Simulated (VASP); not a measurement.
# Pt (P6_3/mmc) in VASP: further runs

Pt is run at these levels: PBEsol; tasks: single point.

Program: VASP 6.6.1. These are calculated values, not measurements. Logs are shortened: lines on timing, memory, paths and dates and some standing lists are left out, and cuts for length are marked.

## (1) The cell of the first run

The structure is hexagonal, space group P6_3/mmc (No. 194). The conventional cell has a = 2.761 Å, b = 2.761 Å, c = 4.792 Å, α = 90.00°, β = 90.00°, γ = 120.00°. Within 3.6 Å of Pt (site symmetry -6m2) lie 12 Pt at 2.76 to 2.88 Å.

This isn't the form of Pt at room conditions, which is fcc.

## (2) Single point, PBEsol

Contents of INCAR:

```
PREC = Accurate ; ENCUT = 500
EDIFF = 1E-6 ; ISMEAR = 0
SIGMA = 0.1 ; LREAL = False
LASPH = True ; NELM = 120
ALGO = Normal ; ISIF = 2
LWAVE = False ; LCHARG = False
GGA = PS ; NBANDS = 17
GGA_COMPAT = False
```

Contents of KPOINTS:

```
Automatic mesh
0
Gamma
  12 12 6
```

Contents of POSCAR:

```
Pt
1.0
    2.7606660000      0.0000000000      0.0000000000
   -1.3803330000      2.3908068874      0.0000000000
    0.0000000000      0.0000000000      4.7921340000
Pt
2
Direct
    0.6666666667      0.3333333333      0.7500000000
    0.3333333333      0.6666666667      0.2500000000
```

Potentials or basis: VASP PAW PBE potentials, release 64 (Pt).

On the command line:

```console
> cat potpaw_PBE.64/Pt/POTCAR > POTCAR
> mpirun -np 1 vasp_std > vasp.out
```

OUTCAR:

```text
PREC = Accurate
   ENCUT = 500
   EDIFF = 1E-6
   ISMEAR = 0
   LREAL = False
   LASPH = True
   NELM = 120
   ISIF = 2
   GGA = PS

 ion  position               nearest neighbor table
   1  0.667  0.333  0.750-   2 2.88   2 2.88   2 2.88   2 2.88   2 2.88   2 2.88
   2  0.333  0.667  0.250-   1 2.88   1 2.88   1 2.88   1 2.88   1 2.88   1 2.88

  LATTYP: Found a hexagonal cell.
 ALAT       =     2.7606660000
 C/A-ratio  =     1.7358615638

  Lattice vectors:

 A1 = (   2.7606660000,   0.0000000000,   0.0000000000)
 A2 = (  -1.3803330000,   2.3908068874,   0.0000000000)
 A3 = (   0.0000000000,   0.0000000000,   4.7921340000)

Analysis of symmetry for initial positions (statically):
=====================================================================
 Subroutine PRICEL returns:
 Original cell was already a primitive cell.

 Routine SETGRP: Setting up the symmetry group for a
 hexagonal supercell.

 Subroutine GETGRP returns: Found 24 space group operations
 (whereof 12 operations were pure point group operations)
 out of a pool of 24 trial point group operations.

The static configuration has the point symmetry D_3d.
 The point group associated with its full space group is D_6h.

Analysis of symmetry for dynamics (positions and initial velocities):
=====================================================================
 Subroutine PRICEL returns:
 Original cell was already a primitive cell.

 Routine SETGRP: Setting up the symmetry group for a
 hexagonal supercell.

 Subroutine GETGRP returns: Found 24 space group operations
 (whereof 12 operations were pure point group operations)
 out of a pool of 24 trial point group operations.

The dynamic configuration has the point symmetry D_3d.
 The point group associated with its full space group is D_6h.

 Subroutine INISYM returns: Found 24 space group operations
 (whereof 12 operations are pure point group operations),
 and found     1 'primitive' translations

----------------------------------------------------------------------------------------

                                     Primitive cell

  volume of cell :      31.6291

  direct lattice vectors                    reciprocal lattice vectors
     2.760666000  0.000000000  0.000000000     0.362231433  0.209134415  0.000000000
    -1.380333000  2.390806887  0.000000000     0.000000000  0.418268830  0.000000000
     0.000000000  0.000000000  4.792134000     0.000000000  0.000000000  0.208675300

  length of vectors
     2.760666000  2.760666000  4.792134000     0.418268830  0.418268830  0.208675300

  position of ions in fractional coordinates (direct lattice)
     0.666666667  0.333333333  0.750000000
     0.333333333  0.666666667  0.250000000

  ion indices of the primitive-cell ions
   primitive index   ion index
                 1           1
                 2           2

----------------------------------------------------------------------------------------

 KPOINTS: Automatic mesh

Automatic generation of k-mesh.
 Grid dimensions read from file:
 generate k-points for:   12   12    6

 Generating k-lattice:

  Cartesian coordinates                     Fractional coordinates (reciprocal lattice)
     0.030185953  0.017427868  0.000000000     0.083333333  0.000000000  0.000000000
     0.000000000  0.034855736  0.000000000     0.000000000  0.083333333  0.000000000
     0.000000000  0.000000000  0.034779217     0.000000000  0.000000000  0.166666667

  Length of vectors
     0.034855736  0.034855736  0.034779217

  Shift w.r.t. Gamma in fractional coordinates (k-lattice)
     0.000000000  0.000000000  0.000000000

 Subroutine IBZKPT returns following result:
 ===========================================

 Found     76 irreducible k-points:

 Following reciprocal coordinates:
            Coordinates               Weight
  0.000000  0.000000  0.000000      1.000000
  0.083333 -0.000000  0.000000      6.000000
  0.166667 -0.000000  0.000000      6.000000
  0.250000 -0.000000  0.000000      6.000000
  0.333333 -0.000000  0.000000      6.000000
  0.416667 -0.000000  0.000000      6.000000
[... 16 lines left out ...]
  0.250000 -0.000000  0.166667     12.000000
  0.333333 -0.000000  0.166667     12.000000
 [... further k-points ...]
   k-points           NKPTS =     76   k-points in BZ     NKDIM =     76   number of bands    NBANDS=     17
   number of dos      NEDOS =    301   number of ions     NIONS =      2
   total plane-waves  NPLWV =  14400
   dimension x,y,z NGX =    20 NGY =   20 NGZ =   36
   dimension x,y,z NGXF=    40 NGYF=   40 NGZF=   72
   ions per type =               2
   NGX,Y,Z   is equivalent  to a cutoff of  12.04, 12.04, 12.49 a.u.
   NGXF,Y,Z  is equivalent  to a cutoff of  24.09, 24.09, 24.98 a.u.
 SYSTEM =  unknown system
   PREC   = accura    normal or accurate (medium, high low for compatibility)
   ISTART =      0    job   : 0-new  1-cont  2-samecut
   ICHARG =      2    charge: 1-file 2-atom 10-const
   ISPIN  =      1    spin polarized calculation?
   LNONCOLLINEAR =      F non collinear calculations
   LSORBIT =      F    spin-orbit coupling
   LASPH  =      T    aspherical Exc in radial PAW
   ENCUT  =  500.0 eV  36.75 Ry    6.06 a.u.   5.03  5.03  8.74*2*pi/ulx,y,z
   NELM   =    120;   NELMIN=  2; NELMDL= -5     # of ELM steps
   EDIFF  = 0.1E-05   stopping-criterion for ELM
   LREAL  =      F    real-space projection
   EDIFFG = 0.1E-04   stopping-criterion for IOM
   NSW    =      0    number of steps for IOM
   IBRION =     -1    ionic relax: 0-MD 1-quasi-New 2-CG
   NFREE  =      0    steps in history (QN), initial steepest desc. (CG)
   ISIF   =      2    stress and relaxation
   ISYM   =      2    0-nonsym 1-usesym 2-fastsym
   POTIM  = 0.5000    time-step for ionic-motion
   TEBEG  =    0.0;   TEEND  =   0.0 temperature during run
   PSTRESS=    0.0 pullay stress
   NELECT =      20.0000    total number of electrons
   NUPDOWN=      -1.0000    fix difference up-down
   EMIN   =  10.00;   EMAX   =-10.00  energy-range for DOS
   EFERMI =   0.00;   METHOD = LEGACY
   ISMEAR =     0;   SIGMA  =   0.10  broadening in eV -4-tet -1-fermi 0-gaus
   EFERMI_NEDOS =   21; number of points for ismear=-14 and -15
   IALGO  =     38    algorithm
   IMIX   =      4    mixing-type and parameters
     AMIX     =   0.40;   BMIX     =  1.00
     AMIX_MAG =   1.60;   BMIX_MAG =  1.00
  volume/ion in A,a.u.               =      15.81       106.72
  Fermi-wavevector in a.u.,A,eV,Ry     =   1.405149  2.655347 26.863939  1.974444
  Thomas-Fermi vector in A             =   2.527639
   LORBIT       =      0    0 simple, 1 ext, 2 COOP (PROOUT), +10 PAW based schemes
   GGA     = PS    functional components
   LHFCALC =     F    Hartree Fock is set to
   AEXX    =    0.0000 exact exchange contribution
   IVDW    =     0    specifies the selected vdW correction
   LEPSILON=     F    determine dielectric tensor
   LRPA    =     F    only Hartree local field effects (RPA)
 non-spin polarized calculation
 Gauss-broadening in eV      SIGMA  =   0.10
  energy-cutoff  :      500.00
  volume of cell :       31.63
 maximum number of plane-waves:       825
   NGX = 11   NGY = 11   NGZ = 17

 number of electron      19.9999999 magnetization

 Free energy of the ion-electron system (eV)
  ---------------------------------------------------
  ext. energy  EPLUGINS =         0.00000000
  ---------------------------------------------------
  free energy    TOTEN  =       -13.75331701 eV

  energy without entropy =      -13.72971103  energy(sigma->0) =      -13.74151402

 E-fermi :  10.1623     XC(G=0): -13.3436

 val. band max:       10.1529902581   @ k =   0.2500   0.2500   0.0000
 cond. band min:      10.1627894713   @ k =   0.2500  -0.0000   0.0000
 fundamental gap:      0.0097992132
 Fermi energy:        10.1623394906

 k-point     1 :       0.0000    0.0000    0.0000
  band No.  band energies     occupation
      1       0.4301      2.00000
      2       3.0960      2.00000
      3       6.2380      2.00000
      4       6.7586      2.00000
      5       6.7586      2.00000
      6       7.1234      2.00000
[... 9 lines left out ...]
     16      27.4481      0.00000
     17      31.1870      0.00000

 k-point     2 :       0.0833   -0.0000    0.0000
  band No.  band energies     occupation
      1       0.6808      2.00000
      2       3.3262      2.00000
      3       6.2079      2.00000
      4       6.7530      2.00000
      5       6.9507      2.00000
      6       7.0070      2.00000
[... 9 lines left out ...]
     16      27.7252      0.00000
     17      29.8634      0.00000

 k-point     3 :       0.1667   -0.0000    0.0000
  band No.  band energies     occupation
      1       1.3892      2.00000
      2       3.9083      2.00000
      3       6.0054      2.00000
      4       6.6092      2.00000
      5       6.8570      2.00000
      6       7.1391      2.00000
[... 9 lines left out ...]
     16      27.7623      0.00000
     17      28.0649      0.00000

 k-point     4 :       0.2500   -0.0000    0.0000
  band No.  band energies     occupation
      1       2.3896      2.00000
      2       4.3336      2.00000
      3       5.8574      2.00000
      4       6.0672      2.00000
      5       6.3489      2.00000
      6       7.5834      2.00000
[... 9 lines left out ...]
     16      26.2567      0.00000
     17      28.5308      0.00000
[... 343 lines left out ...]
      1       1.6065      2.00000
      2       3.8995      2.00000
      3       6.0565      2.00000
      4       6.3196      2.00000
      5       6.5630      2.00000
      6       7.1880      2.00000
[... 9 lines left out ...]
     16      27.5906      0.00000
     17      28.2588      0.00000

 k-point    23 :       0.2500   -0.0000    0.1667
  band No.  band energies     occupation
      1       2.5565      2.00000
      2       4.3669      2.00000
      3       5.6450      2.00000
      4       6.1315      2.00000
      5       6.2286      2.00000
      6       7.3504      2.00000
[... 9 lines left out ...]
     16      26.3822      0.00000
     17      27.4468      0.00000

 k-point    24 :       0.3333   -0.0000    0.1667
  band No.  band energies     occupation
      1       3.3275      2.00000
      2       4.2190      2.00000
      3       5.1770      2.00000
      4       5.8879      2.00000
      5       6.9176      2.00000
      6       7.4746      2.00000
[... 9 lines left out ...]
     16      24.5794      0.00000
     17      25.9082      0.00000

 [... further k-points ...]
[... 5 lines left out ...]
  --------------------------------------------------------------------------------------
  -------------------------------------------------------------------------------------
  Total       -2.2290612     -2.2290612     -2.1690475      0.0000000      0.0000000      0.0000000
  in kB     -112.9133386   -112.9133386   -109.8733384      0.0000000      0.0000000      0.0000000
  external PRESSURE =    -111.9000052 kB  Pullay stress =       0.0000000 kB

 VOLUME and BASIS-vectors are now :
 -----------------------------------------------------------------------------
  energy-cutoff  :      500.00
  volume of cell :       31.63
      direct lattice vectors                 reciprocal lattice vectors
     2.760666000  0.000000000  0.000000000     0.362231433  0.209134415  0.000000000
    -1.380333000  2.390806887  0.000000000     0.000000000  0.418268830  0.000000000
     0.000000000  0.000000000  4.792134000     0.000000000  0.000000000  0.208675300

 POSITION                                       TOTAL-FORCE (eV/Angst)
 -----------------------------------------------------------------------------------
      1.38033      0.79694      3.59410        -0.000000      0.000000      0.000000
     -0.00000      1.59387      1.19803         0.000000     -0.000000      0.000000
 -----------------------------------------------------------------------------------
    total drift:                                0.000000     -0.000000      0.000000

  FREE ENERGIE OF THE ION-ELECTRON SYSTEM (eV)
  ---------------------------------------------------
  free  energy   TOTEN  =       -13.7533170057 eV

  energy  without entropy=      -13.7297110349  energy(sigma->0) =      -13.74151402
```

Run time: 12 s. Hardware: 1 thread of Intel Xeon 6975P-C (Granite Rapids), shared host; peak memory 0.16 GiB.

Results:

```
Free energy            : -13.7533 eV
Pressure               : -11.2 GPa
Band gap on the k mesh : zero (bands 10 and 11 overlap by 1.28 eV)
```

Stress tensor (GPa, compression positive):
```
-11.29   0.00   0.00
  0.00 -11.29   0.00
  0.00   0.00 -10.99
```

Caveat: the cell stands under tension; the PAW data sets were made with another functional, which shifts forces and pressure a little; spin-orbit coupling is left out, which moves the levels of the heavy elements.

## (3) Single point, PBEsol

Contents of INCAR:

```
SYSTEM = Pt
ALGO     = Normal         ! electronic algorithm
EDIFF    = 1E-6           ! SCF threshold, eV
ENCUT    = 500            ! plane-wave cutoff, eV
GGA      = PS             ! functional
GGA_COMPAT= .False.      
ISIF     = 2              ! what is computed and relaxed
ISMEAR   = 0              ! smearing method
LASPH    = .True.         ! aspherical terms in the spheres
LCHARG   = .True.         ! write CHGCAR
LELF     = .True.         ! ELF
LREAL    = .False.        ! projectors in reciprocal space
LVHAR    = .True.       
LWAVE    = .False.        ! write WAVECAR
NBANDS   = 17             ! bands
NELM     = 120            ! most SCF steps
PREC     = Accurate       ! precision mode
SIGMA    = 0.05           ! smearing width, eV
```

Contents of KPOINTS:

```
k-points
0
Gamma
  12 12 6
  0 0 0
```

POSCAR is that of step 2.

Potentials or basis: VASP PAW PBE potentials, release 64 (Pt).

On the command line:

```console
> cat potpaw_PBE.64/Pt/POTCAR > POTCAR
> mpirun -np 1 vasp_std > vasp.out
```

Wall time 12 s (1 thread of Intel Xeon 6975P-C (Granite Rapids), shared host); peak memory 0.16 GiB.

Results (log left out):

- Free energy: -13.7443 eV
- Pressure: -11.3 GPa
- Band gap on the k mesh: zero (bands 10 and 11 overlap by 1.27 eV)

Stress tensor (GPa, compression positive):
```
-11.43   0.00   0.00
  0.00 -11.43   0.00
  0.00   0.00 -10.93
```

Levels at points of the mesh, in eV from the Fermi level:
| k point | band 8 | band 9 | band 10 | band 11 | band 12 | band 13 |
| --- | --- | --- | --- | --- | --- | --- |
| (0.00, 0.00, 0.00) | -1.77 | -1.77 | -0.76 | -0.19 | -0.19 | 4.65 |
| (0.50, 0.00, 0.00) | 0.03 | 0.31 | 0.51 | 2.25 | 3.72 | 7.22 |
| (0.00, 0.00, 0.50) | -3.39 | -0.76 | -0.76 | -0.76 | -0.76 | 11.88 |
| (0.50, 0.00, 0.50) | -0.85 | 0.43 | 0.43 | 1.68 | 1.68 | 6.43 |

Caveat: the cell stands under tension; the PAW data sets were made with another functional, which shifts forces and pressure a little; spin-orbit coupling is left out, which moves the levels of the heavy elements.

## (4) Single point, PBEsol

Contents of INCAR:

```
SYSTEM = Pt
PREC = Accurate
ENCUT = 500
EDIFF = 1E-6
ISMEAR = 0
SIGMA = 0.025
LREAL = .False.
LASPH = .True.
NELM = 120
ALGO = Normal
ISIF = 2
LWAVE = .False.
LCHARG = .False.
GGA = PS
NBANDS = 17
GGA_COMPAT = .False.
```

Contents of KPOINTS:

```
regular mesh
0
Gamma
  12 12 6
  0 0 0
```

POSCAR is that of step 3.

On the command line:

```console
> cat potpaw_PBE.64/Pt/POTCAR > POTCAR
> mpirun -np 1 vasp_std > vasp.out
```

Wall time 12 s (1 thread of Intel Xeon 6975P-C (Granite Rapids), shared host); peak memory 0.16 GiB.

It converged, with:

| Item | Value |
| --- | --- |
| Free energy | -13.7420 eV |
| Pressure | -11.3 GPa |
| Band gap on the k mesh | zero (bands 10 and 11 overlap by 1.27 eV) |

Stress tensor (GPa, compression positive):
```
-11.52   0.00   0.00
  0.00 -11.52   0.00
  0.00   0.00 -10.91
```

Levels at points of the mesh, in eV from the Fermi level:
```tsv
k point	band 6	band 7	band 8	band 9	band 10	band 11	band 12	band 13	band 14	band 15
(0.00, 0.00, 0.00)	-3.04	-3.04	-1.77	-1.77	-0.76	-0.19	-0.19	4.65	15.12	15.68
(0.50, 0.00, 0.00)	-2.92	-2.60	0.03	0.31	0.51	2.25	3.72	7.22	8.79	9.46
(0.00, 0.00, 0.50)	-3.40	-3.40	-3.40	-0.77	-0.77	-0.77	-0.77	11.87	11.87	15.54
(0.50, 0.00, 0.50)	-1.77	-0.85	-0.85	0.42	0.42	1.68	1.68	6.43	6.43	14.10
```

Caveat: the cell stands under tension; the PAW data sets were made with another functional, which shifts forces and pressure a little; spin-orbit coupling is left out, which moves the levels of the heavy elements.

## (5) Summary

```csv
smearing,gap on the mesh (eV),pressure (GPa)
gaussian 0.1 eV,none,-11.2
gaussian 0.05 eV,none,-11.3
gaussian 0.025 eV,none,-11.3
```

Alike in all rows: task single point; level PBEsol; potentials or basis VASP PAW PBE potentials, release 64 (Pt); no spin polarisation; cell as given; k mesh 12 × 12 × 6; cutoff (eV) 500.

Caveats: the cell stands under tension; the PAW data sets were made with another functional, which shifts forces and pressure a little; spin-orbit coupling is left out, which moves the levels of the heavy elements.

Total energies depend on the potentials used, so only differences within one code and one set of settings carry meaning.
